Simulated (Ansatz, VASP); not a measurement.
## PbF2 in VASP and in Ansatz

```
Pb F
1.0
     0.00000    2.99985    2.99985
     2.99985    0.00000    2.99985
     2.99985    2.99985    0.00000
Pb F
1 2
Direct
  0.00000 0.00000 0.00000
  0.75000 0.75000 0.75000
  0.25000 0.25000 0.25000
```

Alike in both runs: functional PBE; k mesh 8 × 8 × 8; occupations gaussian, width 0.02 eV; no spin polarisation.

Ansatz relaxed the structure, and its values are those at the end. VASP's run is a single point on that final structure, the one shown.

|  | VASP | Ansatz |
| --- | --- | --- |
| version | VASP 6.6.1 | Ansatz 0.2.0 |
| potentials or method | VASP PAW PBE potentials, release 64 (Pb_d, F), cutoff 520 eV | scalar-relativistic, plane waves, PAW |
| valence electrons in the cell | 28 | 28 |

Ansatz gave:

| Quantity | Value |
| --- | --- |
| gap on the k mesh at the Fermi level (eV) | 4.42 |
| least direct gap on the mesh (eV) | 4.56 |
| pressure (GPa) | 0.0 |

What did VASP give for the same quantities?

gap on the k mesh at the Fermi level (eV): 4.42; least direct gap on the mesh (eV): 4.56; pressure (GPa): -0.2.

The functional is the same, so the differences come from potentials, cutoffs and numerics.

Neither program's run includes spin-orbit coupling.
